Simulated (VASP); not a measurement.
# CaS (Oldhamite) in VASP: a series of runs

The runs below take CaS (Oldhamite) through single point, with LDA.

Program: VASP 6.6.1. These are calculated values, not measurements. Logs are shortened: lines on timing, memory, paths and dates and some standing lists are left out, and cuts for length are marked.

## Step 1: The cell of the first run

It takes space group Fm-3m (No. 225, cubic). The conventional cell has a = 5.564 Å, b = 5.564 Å, c = 5.564 Å, α = 90.00°, β = 90.00°, γ = 90.00°. Within 3.7 Å of Ca (site symmetry m-3m) lie 6 S at 2.78 Å. Within 3.7 Å of S (site symmetry m-3m) lie 6 Ca at 2.78 Å.

## Step 2: Single point, LDA

File INCAR:

```
SYSTEM = CaS
ALGO = Normal ; EDIFF = 1E-6
ENCUT = 500 ; GGA = CA
GGA_COMPAT = .False. ; ISIF = 2
ISMEAR = 0 ; LASPH = .True.
LCHARG = .False. ; LREAL = .False.
LWAVE = .False. ; NBANDS = 15
NELM = 120 ; PREC = Accurate
SIGMA = 0.01
```

File KPOINTS:

```
k-points
0
Gamma
  6 6 6
  0 0 0
```

File POSCAR:

```
CaS
1.0
    0.0000000000      2.7822163075      2.7822163075
    2.7822163075      0.0000000000      2.7822163075
    2.7822163075      2.7822163075      0.0000000000
Ca S
1 1
Direct
    0.0000000000      0.0000000000      0.0000000000
    0.5000000000      0.5000000000      0.5000000000
```

Potentials or basis: VASP PAW LDA potentials, release 64 (Ca_sv, S).

Launch:

```bash
$ cat potpaw_LDA.64/Ca_sv/POTCAR potpaw_LDA.64/S/POTCAR > POTCAR
$ mpirun -np 1 vasp_std > vasp.out
```

OUTCAR:

```text
SYSTEM = CaS
   EDIFF = 1E-6
   ENCUT = 500
   GGA = CA
   ISIF = 2
   ISMEAR = 0
   LASPH = .True.
   LREAL = .False.
   NELM = 120
   PREC = Accurate

 ion  position               nearest neighbor table
   1  0.000  0.000  0.000-   2 2.78   2 2.78   2 2.78   2 2.78   2 2.78   2 2.78
   2  0.500  0.500  0.500-   1 2.78   1 2.78   1 2.78   1 2.78   1 2.78   1 2.78

  LATTYP: Found a face centered cubic cell.
 ALAT       =     5.5644326150

  Lattice vectors:

 A1 = (   0.0000000000,   2.7822163075,   2.7822163075)
 A2 = (   2.7822163075,   0.0000000000,   2.7822163075)
 A3 = (   2.7822163075,   2.7822163075,   0.0000000000)

Analysis of symmetry for initial positions (statically):
=====================================================================
 Subroutine PRICEL returns:
 Original cell was already a primitive cell.

 Routine SETGRP: Setting up the symmetry group for a
 face centered cubic supercell.

 Subroutine GETGRP returns: Found 48 space group operations
 (whereof 48 operations were pure point group operations)
 out of a pool of 48 trial point group operations.

The static configuration has the point symmetry O_h .

Analysis of symmetry for dynamics (positions and initial velocities):
=====================================================================
 Subroutine PRICEL returns:
 Original cell was already a primitive cell.

 Routine SETGRP: Setting up the symmetry group for a
 face centered cubic supercell.

 Subroutine GETGRP returns: Found 48 space group operations
 (whereof 48 operations were pure point group operations)
 out of a pool of 48 trial point group operations.

The dynamic configuration has the point symmetry O_h .

 Subroutine INISYM returns: Found 48 space group operations
 (whereof 48 operations are pure point group operations),
 and found     1 'primitive' translations

----------------------------------------------------------------------------------------

                                     Primitive cell

  volume of cell :      43.0728

  direct lattice vectors                    reciprocal lattice vectors
     0.000000000  2.782216308  2.782216308    -0.179712842  0.179712842  0.179712842
     2.782216308  0.000000000  2.782216308     0.179712842 -0.179712842  0.179712842
     2.782216308  2.782216308  0.000000000     0.179712842  0.179712842 -0.179712842

  length of vectors
     3.934648036  3.934648036  3.934648036     0.311271773  0.311271773  0.311271773

  position of ions in fractional coordinates (direct lattice)
     0.000000000  0.000000000  0.000000000
     0.500000000  0.500000000  0.500000000

  ion indices of the primitive-cell ions
   primitive index   ion index
                 1           1
                 2           2

----------------------------------------------------------------------------------------

 KPOINTS: k-points

Automatic generation of k-mesh.
 Grid dimensions read from file:
 generate k-points for:    6    6    6

 Generating k-lattice:

  Cartesian coordinates                     Fractional coordinates (reciprocal lattice)
    -0.029952140  0.029952140  0.029952140     0.166666667  0.000000000  0.000000000
     0.029952140 -0.029952140  0.029952140     0.000000000  0.166666667  0.000000000
     0.029952140  0.029952140 -0.029952140     0.000000000  0.000000000  0.166666667

  Length of vectors
     0.051878629  0.051878629  0.051878629

  Shift w.r.t. Gamma in fractional coordinates (k-lattice)
     0.000000000  0.000000000  0.000000000

 Subroutine IBZKPT returns following result:
 ===========================================

 Found     16 irreducible k-points:

 Following reciprocal coordinates:
            Coordinates               Weight
  0.000000  0.000000  0.000000      1.000000
  0.166667  0.000000  0.000000      8.000000
  0.333333  0.000000  0.000000      8.000000
  0.500000  0.000000  0.000000      4.000000
  0.166667  0.166667  0.000000      6.000000
  0.333333  0.166667  0.000000     24.000000
[... 8 lines left out ...]
 -0.333333  0.333333  0.166667     24.000000
 -0.333333  0.500000  0.166667     12.000000
   k-points           NKPTS =     16   k-points in BZ     NKDIM =     16   number of bands    NBANDS=     15
   number of dos      NEDOS =    301   number of ions     NIONS =      2
   total plane-waves  NPLWV =  27000
   dimension x,y,z NGX =    30 NGY =   30 NGZ =   30
   dimension x,y,z NGXF=    60 NGYF=   60 NGZF=   60
   ions per type =               1   1
   NGX,Y,Z   is equivalent  to a cutoff of  12.68, 12.68, 12.68 a.u.
   NGXF,Y,Z  is equivalent  to a cutoff of  25.35, 25.35, 25.35 a.u.
 SYSTEM =  CaS
   PREC   = accura    normal or accurate (medium, high low for compatibility)
   ISTART =      0    job   : 0-new  1-cont  2-samecut
   ICHARG =      2    charge: 1-file 2-atom 10-const
   ISPIN  =      1    spin polarized calculation?
   LNONCOLLINEAR =      F non collinear calculations
   LSORBIT =      F    spin-orbit coupling
   LASPH  =      T    aspherical Exc in radial PAW
   ENCUT  =  500.0 eV  36.75 Ry    6.06 a.u.   7.17  7.17  7.17*2*pi/ulx,y,z
   NELM   =    120;   NELMIN=  2; NELMDL= -5     # of ELM steps
   EDIFF  = 0.1E-05   stopping-criterion for ELM
   LREAL  =      F    real-space projection
   EDIFFG = 0.1E-04   stopping-criterion for IOM
   NSW    =      0    number of steps for IOM
   IBRION =     -1    ionic relax: 0-MD 1-quasi-New 2-CG
   NFREE  =      0    steps in history (QN), initial steepest desc. (CG)
   ISIF   =      2    stress and relaxation
   ISYM   =      2    0-nonsym 1-usesym 2-fastsym
   POTIM  = 0.5000    time-step for ionic-motion
   TEBEG  =    0.0;   TEEND  =   0.0 temperature during run
   PSTRESS=    0.0 pullay stress
   NELECT =      16.0000    total number of electrons
   NUPDOWN=      -1.0000    fix difference up-down
   EMIN   =  10.00;   EMAX   =-10.00  energy-range for DOS
   EFERMI =   0.00;   METHOD = LEGACY
   ISMEAR =     0;   SIGMA  =   0.01  broadening in eV -4-tet -1-fermi 0-gaus
   EFERMI_NEDOS =   21; number of points for ismear=-14 and -15
   IALGO  =     38    algorithm
   IMIX   =      4    mixing-type and parameters
     AMIX     =   0.40;   BMIX     =  1.00
     AMIX_MAG =   1.60;   BMIX_MAG =  1.00
  volume/ion in A,a.u.               =      21.54       145.33
  Fermi-wavevector in a.u.,A,eV,Ry     =   1.176831  2.223887 18.843119  1.384930
  Thomas-Fermi vector in A             =   2.313188
   LORBIT       =      0    0 simple, 1 ext, 2 COOP (PROOUT), +10 PAW based schemes
   GGA     = CA    functional components
   LHFCALC =     F    Hartree Fock is set to
   AEXX    =    0.0000 exact exchange contribution
   IVDW    =     0    specifies the selected vdW correction
   LEPSILON=     F    determine dielectric tensor
   LRPA    =     F    only Hartree local field effects (RPA)
 non-spin polarized calculation
 Gauss-broadening in eV      SIGMA  =   0.01
  energy-cutoff  :      500.00
  volume of cell :       43.07
 maximum number of plane-waves:      1113
 NGX is ok and might be reduce to    30
   NGX = 15   NGY = 15   NGZ = 15

 number of electron      15.9999997 magnetization

 Free energy of the ion-electron system (eV)
  ---------------------------------------------------
  ext. energy  EPLUGINS =         0.00000000
  ---------------------------------------------------
  free energy    TOTEN  =       -11.43250859 eV

  energy without entropy =      -11.43250859  energy(sigma->0) =      -11.43250859

 E-fermi :   3.2202     XC(G=0):  -9.9974

 val. band max:        3.0821314910   @ k =   0.0000   0.0000   0.0000
 cond. band min:       5.0434454448   @ k =   0.5000   0.5000   0.0000
 fundamental gap:      1.9613139538
 Fermi energy:         3.2202449431

 k-point     1 :       0.0000    0.0000    0.0000
  band No.  band energies     occupation
      1     -35.4343      2.00000
      2     -16.7209      2.00000
      3     -16.7209      2.00000
      4     -16.7209      2.00000
      5      -8.4513      2.00000
      6       3.0821      2.00000
      7       3.0821      2.00000
      8       3.0821      2.00000
      9       7.0142      0.00000
     10       7.0142      0.00000
     11       7.0142      0.00000
     12       7.4153      0.00000
     13       7.7198      0.00000
     14       7.7198      0.00000
     15      13.8670      0.00000

 k-point     2 :       0.1667    0.0000    0.0000
  band No.  band energies     occupation
      1     -35.4298      2.00000
      2     -16.7843      2.00000
      3     -16.7255      2.00000
      4     -16.7255      2.00000
      5      -8.2227      2.00000
      6       1.9226      2.00000
      7       2.6404      2.00000
      8       2.6404      2.00000
      9       7.0826      0.00000
     10       7.4468      0.00000
     11       7.4468      0.00000
     12       8.5250      0.00000
     13       8.5250      0.00000
     14       8.6800      0.00000
     15      14.1398      0.00000

 k-point     3 :       0.3333    0.0000    0.0000
  band No.  band energies     occupation
      1     -35.4208      2.00000
      2     -16.9061      2.00000
      3     -16.7346      2.00000
      4     -16.7346      2.00000
      5      -7.7241      2.00000
      6       0.3239      2.00000
      7       1.9923      2.00000
      8       1.9923      2.00000
      9       7.4910      0.00000
     10       8.4816      0.00000
     11       8.4816      0.00000
     12       9.9470      0.00000
     13      10.2249      0.00000
     14      10.2249      0.00000
     15      13.6705      0.00000
[... 199 lines left out ...]
 k-point    15 :      -0.3333    0.3333    0.1667
  band No.  band energies     occupation
      1     -35.4120      2.00000
      2     -16.8900      2.00000
      3     -16.8175      2.00000
      4     -16.7733      2.00000
      5      -7.5425      2.00000
      6       0.5102      2.00000
      7       1.2577      2.00000
      8       1.6776      2.00000
      9       7.8714      0.00000
     10       7.9952      0.00000
     11       9.6452      0.00000
     12       9.8459      0.00000
     13       9.8659      0.00000
     14      11.9454      0.00000
     15      12.8045      0.00000

 k-point    16 :      -0.3333    0.5000    0.1667
  band No.  band energies     occupation
      1     -35.4106      2.00000
      2     -16.8700      2.00000
      3     -16.8166      2.00000
      4     -16.8022      2.00000
      5      -7.6160      2.00000
      6       0.8406      2.00000
      7       1.5273      2.00000
      8       1.5331      2.00000
      9       6.5223      0.00000
     10       8.9832      0.00000
     11       9.0179      0.00000
     12       9.7595      0.00000
     13       9.9807      0.00000
     14      11.1989      0.00000
     15      13.3423      0.00000

------------------------ aborting loop because EDIFF is reached ----------------------------------------

  FORCE on cell =-STRESS in cart. coord.  units (eV):
  Direction    XX          YY          ZZ          XY          YZ          ZX
  --------------------------------------------------------------------------------------
  -------------------------------------------------------------------------------------
  Total        0.0693125      0.0693125      0.0693125      0.0000000      0.0000000     -0.0000000
  in kB        2.5782171      2.5782171      2.5782171      0.0000000      0.0000000     -0.0000000
  external PRESSURE =       2.5782171 kB  Pullay stress =       0.0000000 kB

 VOLUME and BASIS-vectors are now :
 -----------------------------------------------------------------------------
  energy-cutoff  :      500.00
  volume of cell :       43.07
      direct lattice vectors                 reciprocal lattice vectors
     0.000000000  2.782216308  2.782216308    -0.179712842  0.179712842  0.179712842
     2.782216308  0.000000000  2.782216308     0.179712842 -0.179712842  0.179712842
     2.782216308  2.782216308  0.000000000     0.179712842  0.179712842 -0.179712842

 POSITION                                       TOTAL-FORCE (eV/Angst)
 -----------------------------------------------------------------------------------
      0.00000      0.00000      0.00000         0.000000      0.000000     -0.000000
      2.78222      2.78222      2.78222        -0.000000      0.000000      0.000000
 -----------------------------------------------------------------------------------
    total drift:                               -0.000000      0.000000      0.000000

  FREE ENERGIE OF THE ION-ELECTRON SYSTEM (eV)
  ---------------------------------------------------
  free  energy   TOTEN  =       -11.4325085853 eV

  energy  without entropy=      -11.4325085853  energy(sigma->0) =      -11.43250859
```

Run time: 24 s. Hardware: 1 thread of Intel Xeon 8259CL, shared host; peak memory 0.15 GiB.

What came out:

```
Free energy            : -11.4325 eV
Pressure               : 0.3 GPa
Band gap on the k mesh : 1.96 eV, indirect (least direct gap 2.83 eV)
```

Levels at points of the mesh, in eV from the valence-band top:
```
           k point  band 6  band 7  band 8  band 9  band 10  band 11
(0.00, 0.00, 0.00)    0.00    0.00    0.00    3.93     3.93     3.93
(0.50, 0.00, 0.00)   -3.43   -1.35   -1.35    5.16     6.11     6.22
(0.50, 0.50, 0.00)   -2.46   -0.87   -0.87    1.96     5.59     6.12
```

A k mesh can miss the band edges. Expect the measured gap to be larger: semilocal functionals such as LDA lack the derivative discontinuity.

## Step 3: Single point, LDA

This run uses another cell than the first one, of 21.21 Å³/atom, 0.985 times its volume.

File INCAR:

```
SYSTEM = CaS
  ALGO = Normal
  EDIFF = 1E-6
  ENCUT = 500
  GGA_COMPAT = .False.
  ISIF = 2
  ISMEAR = 0
  LASPH = .True.
  LCHARG = .False.
  LREAL = .False.
  LWAVE = .False.
  NBANDS = 15
  NELM = 120
  PREC = Accurate
  SIGMA = 0.01
```

KPOINTS is that of step 2.

File POSCAR:

```
CaS
1.0
    0.0000000000      2.7683052259      2.7683052259
    2.7683052259      0.0000000000      2.7683052259
    2.7683052259      2.7683052259      0.0000000000
Ca S
1 1
Direct
    0.0000000000      0.0000000000      0.0000000000
    0.5000000000      0.5000000000      0.5000000000
```

Potentials or basis: VASP PAW LDA potentials, release 64 (Ca_sv, S).

Launch:

```bash
$ cat potpaw_LDA.64/Ca_sv/POTCAR potpaw_LDA.64/S/POTCAR > POTCAR
$ mpirun -np 1 vasp_std > vasp.out
```

Run time: 22 s. Hardware: 1 thread of Intel Xeon 8259CL, shared host; peak memory 0.15 GiB.

Results (log left out):

| Quantity | Value |
| --- | --- |
| Free energy | -11.4291 eV |
| Pressure | 1.3 GPa |
| Band gap on the k mesh | 1.92 eV, indirect (least direct gap 2.80 eV) |

Levels at points of the mesh, in eV from the valence-band top:
| k point | band 5 | band 6 | band 7 | band 8 | band 9 | band 10 | band 11 | band 12 |
| --- | --- | --- | --- | --- | --- | --- | --- | --- |
| (0.00, 0.00, 0.00) | -11.59 | 0.00 | 0.00 | 0.00 | 3.92 | 3.92 | 3.92 | 4.44 |
| (0.50, 0.00, 0.00) | -10.54 | -3.49 | -1.39 | -1.39 | 5.19 | 6.16 | 6.27 | 6.27 |
| (0.50, 0.50, 0.00) | -10.85 | -2.49 | -0.88 | -0.88 | 1.92 | 5.61 | 6.20 | 6.95 |

A k mesh can miss the band edges. A hybrid or GW would open this gap; LDA tends to underestimate it.

## Step 4: Single point, LDA

File INCAR:

```
SYSTEM = CaS
ALGO = Normal
EDIFF = 1E-6
ENCUT = 500
GGA_COMPAT = .False.
ISIF = 2
ISMEAR = 0
LASPH = .True.
LCHARG = .False.
LREAL = .False.
LWAVE = .False.
NBANDS = 15
NELM = 120
PREC = Accurate
SIGMA = 0.01
```

KPOINTS is that of step 3.

File POSCAR:

```
CaS
1.0
    0.0000000000      2.7824172885      2.7824172885
    2.7824172885      0.0000000000      2.7824172885
    2.7824172885      2.7824172885      0.0000000000
Ca S
1 1
Direct
    0.0000000000      0.0000000000      0.0000000000
    0.5000000000      0.5000000000      0.5000000000
```

Launch:

```bash
$ cat potpaw_LDA.64/Ca_sv/POTCAR potpaw_LDA.64/S/POTCAR > POTCAR
$ mpirun -np 1 vasp_std > vasp.out
```

It took 25 s on 1 thread of Intel Xeon 8259CL, shared host; peak memory 0.15 GiB.

It converged, with:

* Free energy: -11.4325 eV
* Pressure: 0.2 GPa
* Band gap on the k mesh: 1.96 eV, indirect (least direct gap 2.83 eV)

Levels at points of the mesh, in eV from the valence-band top:
```
           k point  band 4  band 5  band 6  band 7  band 8  band 9  band 10  band 11  band 12  band 13
(0.00, 0.00, 0.00)  -19.80  -11.53    0.00    0.00    0.00    3.93     3.93     3.93     4.33     4.64
(0.50, 0.00, 0.00)  -19.82  -10.53   -3.43   -1.35   -1.35    5.16     6.11     6.22     6.22     8.50
(0.50, 0.50, 0.00)  -19.87  -10.82   -2.46   -0.87   -0.87    1.96     5.59     6.12     6.89     6.89
```

A k mesh can miss the band edges. As with any semilocal functional, this LDA gap is likely too small.

## Step 5: Single point, LDA

This run uses another cell than the first one, of 21.86 Å³/atom, 1.015 times its volume.

File INCAR:

```
SYSTEM = CaS
PREC = Accurate ; ENCUT = 500
EDIFF = 1E-6 ; ISMEAR = 0
SIGMA = 0.01 ; LREAL = .FALSE.
LASPH = .TRUE. ; NELM = 120
ALGO = Normal ; ISIF = 2
LWAVE = .FALSE. ; LCHARG = .TRUE.
GGA = CA ; LELF = .TRUE.
LVHAR = .TRUE. ; NBANDS = 15
GGA_COMPAT = .FALSE.
```

File KPOINTS:

```
Automatic mesh
0
G
  6 6 6
  0 0 0
```

File POSCAR:

```
CaS
1.0
    0.0000000000      2.7961273890      2.7961273890
    2.7961273890      0.0000000000      2.7961273890
    2.7961273890      2.7961273890      0.0000000000
Ca S
1 1
Direct
    0.0000000000      0.0000000000      0.0000000000
    0.5000000000      0.5000000000      0.5000000000
```

Launch:

```bash
$ cat potpaw_LDA.64/Ca_sv/POTCAR potpaw_LDA.64/S/POTCAR > POTCAR
$ mpirun -np 1 vasp_std > vasp.out
```

Run time: 29 s. Hardware: 1 thread of Intel Xeon 8259CL, shared host; peak memory 0.15 GiB.

Results (log left out):

* Free energy: -11.4318 eV
* Pressure: -0.7 GPa
* Band gap on the k mesh: 2.00 eV, indirect (least direct gap 2.86 eV)

Levels at points of the mesh, in eV from the valence-band top:
```tsv
k point	band 5	band 6	band 7	band 8	band 9	band 10	band 11	band 12
(0.00, 0.00, 0.00)	-11.48	0.00	0.00	0.00	3.94	3.94	3.94	4.23
(0.50, 0.00, 0.00)	-10.51	-3.38	-1.32	-1.32	5.13	6.06	6.18	6.18
(0.50, 0.50, 0.00)	-10.78	-2.43	-0.86	-0.86	2.00	5.56	6.04	6.83
```

A k mesh can miss the band edges. LDA gaps usually lie below the measured ones, often by a third to a half.

(Continued in part 2 of 2.)
